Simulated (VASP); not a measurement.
A run of VASP 6.6.1 is set up as follows.

The input INCAR:

```
  PREC = Accurate
  ENCUT = 500
  EDIFF = 1E-6
  ISMEAR = 0
  SIGMA = 0.01
  LREAL = F
  LASPH = T
  NELM = 120
  ALGO = Normal
  ISIF = 2
  LWAVE = F
  LCHARG = F
  GGA = PE
  NBANDS = 16
  GGA_COMPAT = F
```

File KPOINTS:

```
Automatic mesh
0
Gamma
  6 6 6
```

File POSCAR:

```
CdSe
1.0
    0.0000000000      3.0353615247      3.0353615247
    3.0353615247      0.0000000000      3.0353615247
    3.0353615247      3.0353615247      0.0000000000
Cd Se
1 1
Direct
    0.0000000000      0.0000000000      0.0000000000
    0.7500000000      0.7500000000      0.7500000000
```

Potentials or basis: VASP PAW PBE potentials, release 64 (Cd, Se).

Run with:

```console
$ cat potpaw_PBE.64/Cd/POTCAR potpaw_PBE.64/Se/POTCAR > POTCAR
$ mpirun -np 1 vasp_std > vasp.out
```

Question: Predict the pressure.

Answer: 3.5 GPa.

Question: Predict the band gap on the k mesh.

Answer: 0.62 eV.

Caveat: the cell stands under pressure.
